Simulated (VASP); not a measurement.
# Li2O (Fm-3m) in VASP: relaxation of cell and atoms with HSE06

Aim: the relaxation of cell and atoms of Li2O with HSE06.

Program: VASP 6.6.1. These are calculated values, not measurements. Logs are shortened: lines on timing, memory, paths and dates and some standing lists are left out, and cuts for length are marked.

### Step 1. The cell of the first run

The structure is cubic, space group Fm-3m (No. 225). Conventional cell: a = 4.573 Å, b = 4.573 Å, c = 4.573 Å, α = 90.00°, β = 90.00°, γ = 90.00°. Within 2.6 Å of Li (site symmetry -43m) lie 4 O at 1.98 Å and 6 Li at 2.29 Å. O (site symmetry m-3m) has 8 Li at 1.98 Å within 2.6 Å.

### Step 2. Relaxation of cell and atoms, HSE06

The input, POSCAR:

```
Li2O
1.0
    0.0000000000      2.2863690198      2.2863690198
    2.2863690198      0.0000000000      2.2863690198
    2.2863690198      2.2863690198      0.0000000000
Li O
2 1
Direct
    0.2500000000      0.2500000000      0.2500000000
    0.7500000000      0.7500000000      0.7500000000
    0.0000000000      0.0000000000      0.0000000000
```

The input, INCAR.step1:

```
PREC = Accurate
ENCUT = 750
EDIFF = 1E-5
ISMEAR = -1
SIGMA = 0.02
LREAL = F
LASPH = T
NELM = 120
ALGO = Normal
LWAVE = T
LCHARG = F
GGA = PE
NBANDS = 13
GGA_COMPAT = F
IBRION = 2
ISIF = 3
EDIFFG = -0.005
NELMIN = 4
NSW = 100
```

The input, INCAR.step2:

```
PREC = Accurate
ENCUT = 750
EDIFF = 1E-7
ISMEAR = -1
SIGMA = 0.02
LREAL = F
LASPH = T
NELM = 120
ALGO = Normal
ISIF = 3
LWAVE = F
LCHARG = F
GGA = PE
LHFCALC = T
HFSCREEN = 0.2079
PRECFOCK = Normal
IBRION = 2
NSW = 80
EDIFFG = -0.005
ISTART = 1
GGA_COMPAT = F
NELMIN = 4
```

The input, KPOINTS:

```
regular mesh
0
Gamma
  6 6 6
```

Potentials or basis: VASP PAW PBE potentials, release 64 (Li_sv, O).

Command:

```
$ cat potpaw_PBE.64/Li_sv/POTCAR potpaw_PBE.64/O/POTCAR > POTCAR
$ cp INCAR.step1 INCAR
$ mpirun -np 1 vasp_std > vasp.out
$ cp INCAR.step2 INCAR
$ mpirun -np 1 vasp_std > vasp.out
```

OUTCAR:

```text
PREC = Accurate
   ENCUT = 750
   EDIFF = 1E-7
   ISMEAR = -1
   LREAL = F
   LASPH = T
   NELM = 120
   ISIF = 3
   GGA = PE
   LHFCALC = T
   HFSCREEN = 0.2079
   PRECFOCK = Normal
   IBRION = 2
   NSW = 80
   EDIFFG = -0.005
   ISTART = 1
   NELMIN = 4

 ion  position               nearest neighbor table
   1  0.250  0.250  0.250-   3 1.98   3 1.98   3 1.98   3 1.98   2 2.29   2 2.29   2 2.29   2 2.29
                             2 2.29   2 2.29
   2  0.750  0.750  0.750-   3 1.98   3 1.98   3 1.98   3 1.98   1 2.29   1 2.29   1 2.29   1 2.29
                             1 2.29   1 2.29
   3  0.000  0.000  0.000-   2 1.98   2 1.98   2 1.98   1 1.98   1 1.98   1 1.98   2 1.98   1 1.98

  LATTYP: Found a face centered cubic cell.
 ALAT       =     4.5727380396

  Lattice vectors:

 A1 = (   0.0000000000,   2.2863690198,   2.2863690198)
 A2 = (   2.2863690198,   0.0000000000,   2.2863690198)
 A3 = (   2.2863690198,   2.2863690198,   0.0000000000)

Analysis of symmetry for initial positions (statically):
=====================================================================
 Subroutine PRICEL returns:
 Original cell was already a primitive cell.

 Routine SETGRP: Setting up the symmetry group for a
 face centered cubic supercell.

 Subroutine GETGRP returns: Found 48 space group operations
 (whereof 48 operations were pure point group operations)
 out of a pool of 48 trial point group operations.

The static configuration has the point symmetry O_h .

Analysis of symmetry for dynamics (positions and initial velocities):
=====================================================================
 Subroutine PRICEL returns:
 Original cell was already a primitive cell.

 Routine SETGRP: Setting up the symmetry group for a
 face centered cubic supercell.

 Subroutine GETGRP returns: Found 48 space group operations
 (whereof 48 operations were pure point group operations)
 out of a pool of 48 trial point group operations.

The dynamic configuration has the point symmetry O_h .

 Subroutine INISYM returns: Found 48 space group operations
 (whereof 48 operations are pure point group operations),
 and found     1 'primitive' translations

----------------------------------------------------------------------------------------

                                     Primitive cell

  volume of cell :      23.9039

  direct lattice vectors                    reciprocal lattice vectors
     0.000000000  2.286369020  2.286369020    -0.218687358  0.218687358  0.218687358
     2.286369020  0.000000000  2.286369020     0.218687358 -0.218687358  0.218687358
     2.286369020  2.286369020  0.000000000     0.218687358  0.218687358 -0.218687358

  length of vectors
     3.233414076  3.233414076  3.233414076     0.378777615  0.378777615  0.378777615

  position of ions in fractional coordinates (direct lattice)
     0.250000000  0.250000000  0.250000000
     0.750000000  0.750000000  0.750000000
     0.000000000  0.000000000  0.000000000

  ion indices of the primitive-cell ions
   primitive index   ion index
                 1           1
                 2           2
                 3           3

----------------------------------------------------------------------------------------

 KPOINTS: regular mesh

Automatic generation of k-mesh.
 Grid dimensions read from file:
 generate k-points for:    6    6    6

 Generating k-lattice:

  Cartesian coordinates                     Fractional coordinates (reciprocal lattice)
    -0.036447893  0.036447893  0.036447893     0.166666667  0.000000000  0.000000000
     0.036447893 -0.036447893  0.036447893     0.000000000  0.166666667  0.000000000
     0.036447893  0.036447893 -0.036447893     0.000000000  0.000000000  0.166666667

  Length of vectors
     0.063129602  0.063129602  0.063129602

  Shift w.r.t. Gamma in fractional coordinates (k-lattice)
     0.000000000  0.000000000  0.000000000

 Subroutine IBZKPT returns following result:
 ===========================================

 Found     16 irreducible k-points:

 Following reciprocal coordinates:
            Coordinates               Weight
  0.000000  0.000000  0.000000      1.000000
  0.166667  0.000000  0.000000      8.000000
  0.333333  0.000000  0.000000      8.000000
  0.500000  0.000000  0.000000      4.000000
  0.166667  0.166667  0.000000      6.000000
  0.333333  0.166667  0.000000     24.000000
[... 8 lines left out ...]
 -0.333333  0.333333  0.166667     24.000000
 -0.333333  0.500000  0.166667     12.000000
   k-points           NKPTS =     16   k-points in BZ     NKDIM =    216   number of bands    NBANDS=     10
   number of dos      NEDOS =    301   number of ions     NIONS =      3
   total plane-waves  NPLWV =  27000
   dimension x,y,z NGX =    30 NGY =   30 NGZ =   30
   dimension x,y,z NGXF=    60 NGYF=   60 NGZF=   60
   ions per type =               2   1
   NGX,Y,Z   is equivalent  to a cutoff of  15.42, 15.42, 15.42 a.u.
   NGXF,Y,Z  is equivalent  to a cutoff of  30.85, 30.85, 30.85 a.u.
 SYSTEM =  unknown system
   PREC   = accura    normal or accurate (medium, high low for compatibility)
   ISTART =      1    job   : 0-new  1-cont  2-samecut
   ICHARG =      0    charge: 1-file 2-atom 10-const
   ISPIN  =      1    spin polarized calculation?
   LNONCOLLINEAR =      F non collinear calculations
   LSORBIT =      F    spin-orbit coupling
   LASPH  =      T    aspherical Exc in radial PAW
   ENCUT  =  750.0 eV  55.12 Ry    7.42 a.u.   7.22  7.22  7.22*2*pi/ulx,y,z
   NELM   =    120;   NELMIN=  4; NELMDL=  0     # of ELM steps
   EDIFF  = 0.1E-06   stopping-criterion for ELM
   LREAL  =      F    real-space projection
   EDIFFG = -.5E-02   stopping-criterion for IOM
   NSW    =     80    number of steps for IOM
   IBRION =      2    ionic relax: 0-MD 1-quasi-New 2-CG
   NFREE  =      1    steps in history (QN), initial steepest desc. (CG)
   ISIF   =      3    stress and relaxation
   ISYM   =      3    0-nonsym 1-usesym 2-fastsym
   POTIM  = 0.5000    time-step for ionic-motion
   TEBEG  =    0.0;   TEEND  =   0.0 temperature during run
   PSTRESS=    0.0 pullay stress
   NELECT =      12.0000    total number of electrons
   NUPDOWN=      -1.0000    fix difference up-down
   EMIN   =  10.00;   EMAX   =-10.00  energy-range for DOS
   EFERMI =   0.00;   METHOD = LEGACY
   ISMEAR =    -1;   SIGMA  =   0.02  broadening in eV -4-tet -1-fermi 0-gaus
   EFERMI_NEDOS =   21; number of points for ismear=-14 and -15
   IALGO  =     38    algorithm
   IMIX   =      1    mixing-type and parameters
     AMIX     =   0.40;   BMIX     =  1.00
     AMIX_MAG =   1.60;   BMIX_MAG =  1.00
  volume/ion in A,a.u.               =       7.97        53.77
  Fermi-wavevector in a.u.,A,eV,Ry     =   1.301105  2.458731 23.032942  1.692874
  Thomas-Fermi vector in A             =   2.432260
   LORBIT       =      0    0 simple, 1 ext, 2 COOP (PROOUT), +10 PAW based schemes
   GGA     = PE    functional components
   LHFCALC =     T    Hartree Fock is set to
   PRECFOCK=normal    Normal, Fast or Accurate (Low or Medium for compatibility)
   ENCUT4O =  -1.0   cutoff for four orbital integrals eV
   NKREDX  =     1    reduce k-point grid by
   NKREDY  =     1    reduce k-point grid by
   NKREDZ  =     1    reduce k-point grid by
   AEXX    =    0.2500 exact exchange contribution
   HFSCREEN=    0.2079 screening length (either q_TF or 0.3 A-1)
   HFSCREENC=   0.2079 screening length for correlation (either q_TF or 0.3 A-1)
   ENCUTFOCK=  -1.0 apply spherical cutoff to Coloumb kernel
   IVDW    =     0    specifies the selected vdW correction
   LEPSILON=     F    determine dielectric tensor
   LRPA    =     F    only Hartree local field effects (RPA)
 conjugate gradient relaxation of ions
 non-spin polarized calculation
  energy-cutoff  :      750.00
  volume of cell :       23.90
 maximum number of plane-waves:      1139
 NGX is ok and might be reduce to    30
  NGX = 24; NGY = 24; NGZ = 24

--------------------------------------- Ionic step        1  -------------------------------------------

 number of electron      12.0000003 magnetization

 Free energy of the ion-electron system (eV)
  ---------------------------------------------------
  ext. energy  EPLUGINS =         0.00000000
  ---------------------------------------------------
  free energy    TOTEN  =       -16.71467366 eV

  energy without entropy =      -16.71467366  energy(sigma->0) =      -16.71467366

------------------------ aborting loop because EDIFF is reached ----------------------------------------

  FORCE on cell =-STRESS in cart. coord.  units (eV):
  Direction    XX          YY          ZZ          XY          YZ          ZX
  --------------------------------------------------------------------------------------
  -------------------------------------------------------------------------------------
  Total       -0.0856889     -0.0856889     -0.0856889     -0.0000000      0.0000000      0.0000000
  in kB       -5.7433647     -5.7433647     -5.7433647     -0.0000000      0.0000000      0.0000000
  external PRESSURE =      -5.7433647 kB  Pullay stress =       0.0000000 kB
[... 96 lines left out ...]
  energy  without entropy=      -16.7149069349  energy(sigma->0) =      -16.71490693

--------------------------------------- Ionic step        4  -------------------------------------------

 number of electron      12.0000003 magnetization

 Free energy of the ion-electron system (eV)
  ---------------------------------------------------
  ext. energy  EPLUGINS =         0.00000000
  ---------------------------------------------------
  free energy    TOTEN  =       -16.71492439 eV

  energy without entropy =      -16.71492439  energy(sigma->0) =      -16.71492439

 E-fermi :   0.8808     XC(G=0):  -8.1538

 val. band max:        0.3048489962   @ k =   0.0000   0.0000   0.0000
 cond. band min:       6.9650104582   @ k =   0.5000   0.5000   0.0000
 fundamental gap:      6.6601614620
 Fermi energy:         0.8808230685

 k-point     1 :       0.0000    0.0000    0.0000
  band No.  band energies     occupation
      1     -45.1142      2.00000
      2     -44.7425      2.00000
      3     -16.6844      2.00000
      4       0.3048      2.00000
      5       0.3048      2.00000
      6       0.3048      2.00000
      7       7.5016      0.00000
      8      14.3441      0.00000
      9      14.3441      0.00000
     10      14.3441      0.00000
[... 223 lines left out ...]
  FREE ENERGIE OF THE ION-ELECTRON SYSTEM (eV)
  ---------------------------------------------------
  free  energy   TOTEN  =       -16.7149243920 eV

  energy  without entropy=      -16.7149243920  energy(sigma->0) =      -16.71492439

 reached required accuracy - stopping structural energy minimisation
```

Wall time 20 min (1 thread of Intel Xeon 6975P-C (Granite Rapids), shared host); peak memory 0.28 GiB.

What came out:

| Property | Result |
| --- | --- |
| Free energy | -16.7149 eV |
| Relaxed volume | 7.92 Å³/atom |
| Relaxed cell | a = 3.227 Å, b = 3.227 Å, c = 3.227 Å, α = 60.00°, β = 60.00°, γ = 60.00° |
| Space group after relaxing (to 0.1 Å) | Fm-3m (No. 225) |
| Energy gained by relaxing | 0.1 meV/atom |
| Ionic steps | 4 |
| Pressure after relaxing | 0.0 GPa |
| Band gap on the k mesh | 6.66 eV (least direct gap 7.20 eV) |

Step by step:
```csv
step,energy change (eV),largest force (eV/Å),pressure (GPa),volume (Å³)
1,0.0000,0.0000,-0.57,23.90
2,-0.0002,0.0000,-0.19,23.81
3,-0.0002,0.0000,0.14,23.72
4,-0.0003,0.0000,0.04,23.76
```

Final structure:
```xyz
3
Lattice="0.0000 2.2816 2.2816 2.2816 0.0000 2.2816 2.2816 2.2816 0.0000" Properties=species:S:1:pos:R:3 pbc="T T T"
Li    1.1408    1.1408    1.1408
Li    3.4225    3.4225    3.4225
O     0.0000    0.0000    0.0000
```

Levels at points of the mesh, in eV from the valence-band top:
| k point | band 2 | band 3 | band 4 | band 5 | band 6 | band 7 | band 8 | band 9 | band 10 |
| --- | --- | --- | --- | --- | --- | --- | --- | --- | --- |
| (0.00, 0.00, 0.00) | -45.05 | -16.99 | 0.00 | 0.00 | 0.00 | 7.20 | 14.04 | 14.04 | 14.04 |
| (0.50, 0.00, 0.00) | -45.22 | -16.73 | -3.05 | -0.50 | -0.50 | 11.37 | 12.09 | 14.12 | 14.12 |
| (0.50, 0.50, 0.00) | -45.15 | -16.67 | -1.80 | -1.53 | -1.53 | 6.66 | 16.06 | 16.06 | 17.48 |

Caveat: the PAW data sets were made with another functional, which shifts forces and pressure a little.
